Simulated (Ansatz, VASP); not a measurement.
## One calculation of CaHg2Ge2, two programs

```
Ge Ca Hg
1.0
     0.00000    4.51795    0.00000
     4.51795    0.00000    0.00000
     2.25897    2.25897   -5.82182
Ge Ca Hg
2 1 2
Direct
  0.38600 0.38600 0.22800
  0.61400 0.61400 0.77200
  0.00000 0.00000 0.00000
  0.75000 0.25000 0.50000
  0.25000 0.75000 0.50000
```

Alike in both runs: task single point; functional PBE; k mesh 8 × 8 × 8; no spin polarisation.

```csv
,VASP,Ansatz
version,VASP 6.6.1,Ansatz 0.2.0
potentials or method,"VASP PAW PBE potentials, release 64 (Ge_d, Ca_sv, Hg), cutoff 520 eV",PAW plane waves
occupations,"fermi-dirac, width 0.1 eV",fermi-dirac
valence electrons in the cell,62,78
```

Ansatz gave:

| Quantity | Value |
| --- | --- |
| pressure (GPa) | 2.1 |
| traceless stress, the component that is largest in VASP (GPa) | -1.74 |
| rms of the force components (eV/Å) | 0.399 |

Problem. What did VASP give for the same quantities?

Solution. Pressure (GPa): 2.3; traceless stress, the component that is largest in VASP (GPa): -1.82; rms of the force components (eV/Å): 0.410.

Atom by atom the forces differ by 0.011 eV/Å (rms over components). VASP's potentials hold 62 valence electrons a cell and Ansatz's 78, so a difference there can come from the potentials and not from the codes.

Neither program's run includes spin-orbit coupling.
